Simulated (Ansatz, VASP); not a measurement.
Cu: VASP beside Ansatz

File INCAR:

```
PREC = Accurate
ENCUT = 520
EDIFF = 1E-6
ISMEAR = 0
SIGMA = 0.15
LREAL = F
LASPH = T
NELM = 60
ALGO = Fast
ISIF = 2
LWAVE = F
LCHARG = F
GGA = PS
NBANDS = 12
```

File KPOINTS:

```
Automatic mesh
0
Gamma
  22 22 22
```

File POSCAR:

```
Cu
1.0
    0.0000000000      1.8346125000      1.8617250000
    1.8346125000      0.0000000000      1.8617250000
    1.8346125000      1.8346125000      0.0000000000
Cu
1
Direct
    0.0000000000      0.0000000000      0.0000000000
```

Input for Ansatz:

```yaml
crystal:
  lattice:
    - [0.0, 1.8346125, 1.861725]
    - [1.8346125, 0.0, 1.861725]
    - [1.8346125, 1.8346125, 0.0]
  atoms:
    - { symbol: Cu, position: [0.0, 0.0, 0.0] }
basis:
  ecutwfc: 420
kpoints:
  mp_grid: { grid: [22, 22, 22] }
hamiltonian:
  xc: pbesol
scf:
  occupations: { method: gaussian, width: 0.15 }
output:
  forces: true
  stress: true
  eigenvalues: true
```

Change from the starting cell: strain +0.015 along x and y, +0.030 along z, atoms carried along.

Alike in both runs: task single point; functional PBEsol; k mesh 22 × 22 × 22; occupations gaussian, width 0.15 eV; no spin polarisation.

```csv
,VASP,Ansatz
version,VASP 6.6.1,Ansatz 0.2.0
potentials or method,"VASP PAW PBE potentials, release 64 (Cu), cutoff 520 eV","scalar-relativistic, plane waves, PAW"
valence electrons in the cell,11,19
```

VASP gave:

- gap on the k mesh at the Fermi level (eV): none
- pressure (GPa): -12.5
- traceless stress, the component that is largest in VASP (GPa): -0.50

**Question.** What did Ansatz give for the same quantities?

**Answer.** gap on the k mesh at the Fermi level (eV): none; pressure (GPa): -13.3; traceless stress, the component that is largest in VASP (GPa): -0.50.

VASP's potentials were made for PBE, not for PBEsol. A gap of «none» marks a metal or a gap that the smearing closes. VASP's potentials hold 11 valence electrons a cell and Ansatz's 19, so a difference there can come from the potentials and not from the codes.
